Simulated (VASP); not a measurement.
# BN (P4_2/mnm) in VASP: notebook

BN is run at these levels: PBEsol; tasks: single point.

All numbers are computed with VASP 6.6.1; they aren't measurements. Logs are shortened: lines on timing, memory, paths and dates and some standing lists are left out, and cuts for length are marked.

### Step 1. The cell of the first run

Symmetry: P4_2/mnm, No. 136, tetragonal system. The conventional cell has a = 4.497 Å, b = 4.497 Å, c = 2.843 Å, α = 90.00°, β = 90.00°, γ = 90.00°. B (site symmetry m2m) has 4 N at 1.63 to 1.67 Å and 1 B at 2.21 Å within 2.3 Å. N (site symmetry m2m) has 4 B at 1.63 to 1.67 Å within 2.2 Å.

### Step 2. Single point, PBEsol

INCAR reads:

```
SYSTEM = BN
PREC     = Accurate       ! precision mode
ENCUT    = 520            ! plane-wave cutoff, eV
EDIFF    = 1E-6           ! SCF threshold, eV
ISMEAR   = 0              ! smearing method
SIGMA    = 0.05           ! smearing width, eV
LREAL    = .FALSE.        ! projectors in reciprocal space
LASPH    = .TRUE.         ! aspherical terms in the spheres
NELM     = 60             ! most SCF steps
ALGO     = Normal         ! electronic algorithm
ISIF     = 2              ! what is computed and relaxed
LWAVE    = .FALSE.        ! write WAVECAR
LCHARG   = .FALSE.        ! write CHGCAR
GGA      = PS             ! functional
NBANDS   = 26             ! bands
```

KPOINTS reads:

```
Automatic mesh
0
G
  6 6 10
  0 0 0
```

POSCAR reads:

```
BN
1.0
    4.4972000000      0.0000000000      0.0000000000
    0.0000000000      4.4972000000      0.0000000000
    0.0000000000      0.0000000000      2.8426000000
B N
4 4
Direct
    0.1741337327      0.8258662673      0.5000000000
    0.3258662673      0.3258662673      0.0000000000
    0.6741337327      0.6741337327      0.0000000000
    0.8258662673      0.1741337327      0.5000000000
    0.8123909516      0.8123909516      0.5000000000
    0.3123909516      0.6876090484      0.0000000000
    0.6876090484      0.3123909516      0.0000000000
    0.1876090484      0.1876090484      0.5000000000
```

Potentials or basis: VASP PAW PBE potentials, release 64 (B, N).

Run with:

```
$ cat potpaw_PBE.64/B/POTCAR potpaw_PBE.64/N/POTCAR > POTCAR
$ mpirun -np 1 vasp_std > vasp.out
```

OUTCAR:

```text
SYSTEM = BN
   PREC = Accurate
   ENCUT = 520
   EDIFF = 1E-6
   ISMEAR = 0
   LREAL = .FALSE.
   LASPH = .TRUE.
   NELM = 60
   ISIF = 2
   GGA = PS

 ion  position               nearest neighbor table
   1  0.174  0.826  0.500-   5 1.63   8 1.63   6 1.67   6 1.67
   2  0.326  0.326  0.000-   6 1.63   7 1.63   8 1.67   8 1.67
   3  0.674  0.674  0.000-   6 1.63   7 1.63   5 1.67   5 1.67
   4  0.826  0.174  0.500-   5 1.63   8 1.63   7 1.67   7 1.67
   5  0.812  0.812  0.500-   1 1.63   4 1.63   3 1.67   3 1.67
   6  0.312  0.688  0.000-   2 1.63   3 1.63   1 1.67   1 1.67
   7  0.688  0.312  0.000-   2 1.63   3 1.63   4 1.67   4 1.67
   8  0.188  0.188  0.500-   1 1.63   4 1.63   2 1.67   2 1.67

  LATTYP: Found a simple tetragonal cell.
 ALAT       =     4.4972000000
 C/A-ratio  =     0.6320821845

  Lattice vectors:

 A1 = (   4.4972000000,   0.0000000000,   0.0000000000)
 A2 = (   0.0000000000,   4.4972000000,   0.0000000000)
 A3 = (   0.0000000000,   0.0000000000,   2.8426000000)

Analysis of symmetry for initial positions (statically):
=====================================================================
 Subroutine PRICEL returns:
 Original cell was already a primitive cell.

 Routine SETGRP: Setting up the symmetry group for a
 simple tetragonal supercell.

 Subroutine GETGRP returns: Found 16 space group operations
 (whereof  8 operations were pure point group operations)
 out of a pool of 16 trial point group operations.

The static configuration has the point symmetry D_2h.
 The point group associated with its full space group is D_4h.

Analysis of symmetry for dynamics (positions and initial velocities):
=====================================================================
 Subroutine PRICEL returns:
 Original cell was already a primitive cell.

 Routine SETGRP: Setting up the symmetry group for a
 simple tetragonal supercell.

 Subroutine GETGRP returns: Found 16 space group operations
 (whereof  8 operations were pure point group operations)
 out of a pool of 16 trial point group operations.

The dynamic configuration has the point symmetry D_2h.
 The point group associated with its full space group is D_4h.

 Subroutine INISYM returns: Found 16 space group operations
 (whereof  8 operations are pure point group operations),
 and found     1 'primitive' translations

----------------------------------------------------------------------------------------

                                     Primitive cell

  volume of cell :      57.4910

  direct lattice vectors                    reciprocal lattice vectors
     4.497200000  0.000000000  0.000000000     0.222360580  0.000000000  0.000000000
     0.000000000  4.497200000  0.000000000     0.000000000  0.222360580  0.000000000
     0.000000000  0.000000000  2.842600000     0.000000000  0.000000000  0.351790614

  length of vectors
     4.497200000  4.497200000  2.842600000     0.222360580  0.222360580  0.351790614

  position of ions in fractional coordinates (direct lattice)
     0.174133733  0.825866267  0.500000000
     0.325866267  0.325866267  0.000000000
     0.674133733  0.674133733  0.000000000
     0.825866267  0.174133733  0.500000000
     0.812390952  0.812390952  0.500000000
     0.312390952  0.687609048  0.000000000
     0.687609048  0.312390952  0.000000000
     0.187609048  0.187609048  0.500000000

  ion indices of the primitive-cell ions
   primitive index   ion index
                 1           1
                 2           2
                 3           3
                 4           4
                 5           5
                 6           6
                 7           7
                 8           8

----------------------------------------------------------------------------------------

 KPOINTS: Automatic mesh

Automatic generation of k-mesh.
 Grid dimensions read from file:
 generate k-points for:    6    6   10

 Generating k-lattice:

  Cartesian coordinates                     Fractional coordinates (reciprocal lattice)
     0.037060097  0.000000000  0.000000000     0.166666667  0.000000000  0.000000000
     0.000000000  0.037060097  0.000000000     0.000000000  0.166666667  0.000000000
     0.000000000  0.000000000  0.035179061     0.000000000  0.000000000  0.100000000

  Length of vectors
     0.037060097  0.037060097  0.035179061

  Shift w.r.t. Gamma in fractional coordinates (k-lattice)
     0.000000000  0.000000000  0.000000000

 Subroutine IBZKPT returns following result:
 ===========================================

 Found     60 irreducible k-points:

 Following reciprocal coordinates:
            Coordinates               Weight
  0.000000  0.000000  0.000000      1.000000
  0.166667  0.000000  0.000000      4.000000
  0.333333  0.000000  0.000000      4.000000
  0.500000  0.000000  0.000000      2.000000
  0.166667  0.166667  0.000000      4.000000
  0.333333  0.166667  0.000000      8.000000
[... 16 lines left out ...]
  0.333333  0.000000  0.200000      8.000000
  0.500000  0.000000  0.200000      4.000000
 [... further k-points ...]
   k-points           NKPTS =     60   k-points in BZ     NKDIM =     60   number of bands    NBANDS=     26
   number of dos      NEDOS =    301   number of ions     NIONS =      8
   total plane-waves  NPLWV =  31104
   dimension x,y,z NGX =    36 NGY =   36 NGZ =   24
   dimension x,y,z NGXF=    72 NGYF=   72 NGZF=   48
   ions per type =               4   4
   NGX,Y,Z   is equivalent  to a cutoff of  13.31, 13.31, 14.04 a.u.
   NGXF,Y,Z  is equivalent  to a cutoff of  26.62, 26.62, 28.07 a.u.
 SYSTEM =  BN
   PREC   = accura    normal or accurate (medium, high low for compatibility)
   ISTART =      0    job   : 0-new  1-cont  2-samecut
   ICHARG =      2    charge: 1-file 2-atom 10-const
   ISPIN  =      1    spin polarized calculation?
   LNONCOLLINEAR =      F non collinear calculations
   LSORBIT =      F    spin-orbit coupling
   LASPH  =      T    aspherical Exc in radial PAW
   ENCUT  =  520.0 eV  38.22 Ry    6.18 a.u.   8.36  8.36  5.29*2*pi/ulx,y,z
   NELM   =     60;   NELMIN=  2; NELMDL= -5     # of ELM steps
   EDIFF  = 0.1E-05   stopping-criterion for ELM
   LREAL  =      F    real-space projection
   EDIFFG = 0.1E-04   stopping-criterion for IOM
   NSW    =      0    number of steps for IOM
   IBRION =     -1    ionic relax: 0-MD 1-quasi-New 2-CG
   NFREE  =      0    steps in history (QN), initial steepest desc. (CG)
   ISIF   =      2    stress and relaxation
   ISYM   =      2    0-nonsym 1-usesym 2-fastsym
   POTIM  = 0.5000    time-step for ionic-motion
   TEBEG  =    0.0;   TEEND  =   0.0 temperature during run
   PSTRESS=    0.0 pullay stress
   NELECT =      32.0000    total number of electrons
   NUPDOWN=      -1.0000    fix difference up-down
   EMIN   =  10.00;   EMAX   =-10.00  energy-range for DOS
   EFERMI =   0.00;   METHOD = LEGACY
   ISMEAR =     0;   SIGMA  =   0.05  broadening in eV -4-tet -1-fermi 0-gaus
   EFERMI_NEDOS =   21; number of points for ismear=-14 and -15
   IALGO  =     38    algorithm
   IMIX   =      4    mixing-type and parameters
     AMIX     =   0.40;   BMIX     =  1.00
     AMIX_MAG =   1.60;   BMIX_MAG =  1.00
  volume/ion in A,a.u.               =       7.19        48.50
  Fermi-wavevector in a.u.,A,eV,Ry     =   1.346660  2.544819 24.674089  1.813494
  Thomas-Fermi vector in A             =   2.474474
   LORBIT       =      0    0 simple, 1 ext, 2 COOP (PROOUT), +10 PAW based schemes
   GGA     = PS    functional components
   LHFCALC =     F    Hartree Fock is set to
   AEXX    =    0.0000 exact exchange contribution
   IVDW    =     0    specifies the selected vdW correction
   LEPSILON=     F    determine dielectric tensor
   LRPA    =     F    only Hartree local field effects (RPA)
 non-spin polarized calculation
 Gauss-broadening in eV      SIGMA  =   0.05
  energy-cutoff  :      520.00
  volume of cell :       57.49
 maximum number of plane-waves:      1572
 NGX is ok and might be reduce to    36
   NGX = 17   NGY = 17   NGZ = 11

 number of electron      31.9999993 magnetization

 Free energy of the ion-electron system (eV)
  ---------------------------------------------------
  ext. energy  EPLUGINS =         0.00000000
  ---------------------------------------------------
  free energy    TOTEN  =       -70.56677099 eV

  energy without entropy =      -70.56677099  energy(sigma->0) =      -70.56677099

 E-fermi :   5.6264     XC(G=0): -11.9957

 val. band max:        5.3559717993   @ k =   0.0000   0.0000   0.0000
 cond. band min:       9.5117683484   @ k =   0.0000   0.0000   0.0000
 fundamental gap:      4.1557965492
 Fermi energy:         5.6264076803

 k-point     1 :       0.0000    0.0000    0.0000
  band No.  band energies     occupation
      1     -13.3866      2.00000
      2      -9.6234      2.00000
      3      -9.5207      2.00000
      4      -9.5207      2.00000
      5      -3.1923      2.00000
      6      -2.6932      2.00000
[... 18 lines left out ...]
     25      15.0160      0.00000
     26      16.1172      0.00000

 k-point     2 :       0.1667    0.0000    0.0000
  band No.  band energies     occupation
      1     -13.2507      2.00000
      2     -10.4330      2.00000
      3      -9.4434      2.00000
      4      -9.0044      2.00000
      5      -3.4090      2.00000
      6      -2.2891      2.00000
[... 18 lines left out ...]
     25      15.6102      0.00000
     26      15.7252      0.00000

 k-point     3 :       0.3333    0.0000    0.0000
  band No.  band energies     occupation
      1     -12.8496      2.00000
      2     -11.3676      2.00000
      3      -9.2359      2.00000
      4      -8.8396      2.00000
      5      -3.5938      2.00000
      6      -2.6548      2.00000
[... 572 lines left out ...]
 k-point    23 :       0.3333    0.0000    0.2000
  band No.  band energies     occupation
      1     -12.3984      2.00000
      2     -11.0044      2.00000
      3      -8.9800      2.00000
      4      -8.7346      2.00000
      5      -3.1663      2.00000
      6      -2.4628      2.00000
[... 18 lines left out ...]
     25      15.1331      0.00000
     26      15.2276      0.00000

 k-point    24 :       0.5000    0.0000    0.2000
  band No.  band energies     occupation
      1     -11.7864      2.00000
      2     -11.7864      2.00000
      3      -8.8053      2.00000
      4      -8.8053      2.00000
      5      -3.0025      2.00000
      6      -3.0025      2.00000
[... 18 lines left out ...]
     25      15.0696      0.00000
     26      15.0696      0.00000

 [... further k-points ...]
[... 5 lines left out ...]
  --------------------------------------------------------------------------------------
  -------------------------------------------------------------------------------------
  Total       -8.5712927     -8.5712927    -28.4075374      0.0000000      0.0000000      0.0000000
  in kB     -238.8673297   -238.8673297   -791.6696839      0.0000000      0.0000000      0.0000000
  external PRESSURE =    -423.1347811 kB  Pullay stress =       0.0000000 kB

 VOLUME and BASIS-vectors are now :
 -----------------------------------------------------------------------------
  energy-cutoff  :      520.00
  volume of cell :       57.49
      direct lattice vectors                 reciprocal lattice vectors
     4.497200000  0.000000000  0.000000000     0.222360580  0.000000000  0.000000000
     0.000000000  4.497200000  0.000000000     0.000000000  0.222360580  0.000000000
     0.000000000  0.000000000  2.842600000     0.000000000  0.000000000  0.351790614

 POSITION                                       TOTAL-FORCE (eV/Angst)
 -----------------------------------------------------------------------------------
      0.78311      3.71409      1.42130        -0.175072      0.175072      0.000000
      1.46549      1.46549      0.00000         0.175072      0.175072      0.000000
      3.03171      3.03171      0.00000        -0.175072     -0.175072      0.000000
      3.71409      0.78311      1.42130         0.175072     -0.175072      0.000000
      3.65348      3.65348      1.42130        -0.005211     -0.005211      0.000000
      1.40488      3.09232      0.00000        -0.005211      0.005211     -0.000000
      3.09232      1.40488      0.00000         0.005211     -0.005211      0.000000
      0.84372      0.84372      1.42130         0.005211      0.005211     -0.000000
 -----------------------------------------------------------------------------------
    total drift:                                0.000000     -0.000000      0.000000

  FREE ENERGIE OF THE ION-ELECTRON SYSTEM (eV)
  ---------------------------------------------------
  free  energy   TOTEN  =       -70.5667709860 eV

  energy  without entropy=      -70.5667709860  energy(sigma->0) =      -70.56677099
```

Wall time 58 s (1 thread of Intel Xeon Platinum 8488C (Sapphire Rapids), shared host); peak memory 0.21 GiB.

What came out:

```
Free energy            : -70.5668 eV
Pressure               : -42.3 GPa
Largest force          : 0.248 eV/Å
Band gap on the k mesh : 4.16 eV
```

Forces on the atoms (eV/Å):
```
B   -0.175  0.175  0.000
B    0.175  0.175  0.000
B   -0.175 -0.175  0.000
B    0.175 -0.175  0.000
N   -0.005 -0.005  0.000
N   -0.005  0.005  0.000
N    0.005 -0.005  0.000
N    0.005  0.005  0.000
```

Stress tensor (GPa, compression positive):
```
-23.89   0.00   0.00
  0.00 -23.89   0.00
  0.00   0.00 -79.17
```

Levels at points of the mesh, in eV from the valence-band top:
```tsv
k point	band 12	band 13	band 14	band 15	band 16	band 17	band 18	band 19	band 20	band 21
(0.00, 0.00, 0.00)	-2.60	-0.75	-0.68	0.00	0.00	4.16	5.75	6.91	6.91	6.96
(0.50, 0.00, 0.00)	-2.92	-1.70	-1.70	-1.33	-1.33	5.36	5.36	6.90	6.90	8.17
(0.50, 0.50, 0.00)	-3.51	-2.81	-2.81	-1.87	-1.87	5.72	5.72	6.37	6.37	7.12
(0.00, 0.00, 0.50)	-4.78	-3.56	-3.56	-3.12	-3.12	6.04	6.04	9.68	9.68	10.86
(0.50, 0.00, 0.50)	-4.26	-3.39	-3.39	-1.63	-1.63	6.33	6.33	8.24	8.24	8.62
(0.50, 0.50, 0.50)	-2.91	-2.90	-2.90	-2.08	-2.08	5.73	5.73	6.38	6.38	8.17
```

Caveat: the cell stands under tension; the PAW data sets were made with another functional, which shifts forces and pressure a little.

### Step 3. Single point, PBEsol

This run uses another cell than the first one, of 7.29 Å³/atom.

INCAR reads:

```
  PREC = Accurate
  ENCUT = 520
  EDIFF = 1E-6
  ISMEAR = 0
  SIGMA = 0.05
  LREAL = False
  LASPH = True
  NELM = 60
  ALGO = Normal
  ISIF = 2
  LWAVE = False
  LCHARG = False
  GGA = PS
  NBANDS = 26
```

KPOINTS reads:

```
Automatic mesh
0
Gamma
  6 6 10
```

Changes to POSCAR since step 2:

```diff
@@ -2,4 +2,4 @@
 1.0
-    4.4972000000      0.0000000000      0.0000000000
-    0.0000000000      4.4972000000      0.0000000000
+    4.5302000000      0.0000000000      0.0000000000
+    0.0000000000      4.5302000000      0.0000000000
     0.0000000000      0.0000000000      2.8426000000
```

Potentials or basis: VASP PAW PBE potentials, release 64 (B, N).

Run with:

```
$ cat potpaw_PBE.64/B/POTCAR potpaw_PBE.64/N/POTCAR > POTCAR
$ mpirun -np 1 vasp_std > vasp.out
```

It took 61 s on 1 thread of Intel Xeon Platinum 8488C (Sapphire Rapids), shared host; peak memory 0.21 GiB.

Results (log left out):

```
Free energy            : -70.4294 eV
Pressure               : -45.2 GPa
Largest force          : 0.273 eV/Å
Band gap on the k mesh : 4.26 eV
```

Forces on the atoms (eV/Å):
```
B   -0.193  0.193  0.000
B    0.193  0.193  0.000
B   -0.193 -0.193  0.000
B    0.193 -0.193  0.000
N    0.075  0.075  0.000
N    0.075 -0.075  0.000
N   -0.075  0.075  0.000
N   -0.075 -0.075  0.000
```

Stress tensor (GPa, compression positive):
```
-28.45   0.00   0.00
  0.00 -28.45   0.00
  0.00   0.00 -78.78
```

Levels at points of the mesh, in eV from the valence-band top:
```
           k point  band 14  band 15  band 16  band 17  band 18  band 19
(0.00, 0.00, 0.00)    -0.66     0.00     0.00     4.26     5.80     6.87
(0.50, 0.00, 0.00)    -1.66    -1.29    -1.29     5.43     5.43     6.87
(0.50, 0.50, 0.00)    -2.73    -1.88    -1.88     5.76     5.76     6.40
(0.00, 0.00, 0.50)    -3.52    -3.07    -3.07     6.03     6.03     9.55
(0.50, 0.00, 0.50)    -3.32    -1.63    -1.63     6.25     6.25     8.17
(0.50, 0.50, 0.50)    -2.83    -2.06    -2.06     5.67     5.67     6.25
```

Caveat: the cell stands under tension; the PAW data sets were made with another functional, which shifts forces and pressure a little. A k mesh can miss the band edges.
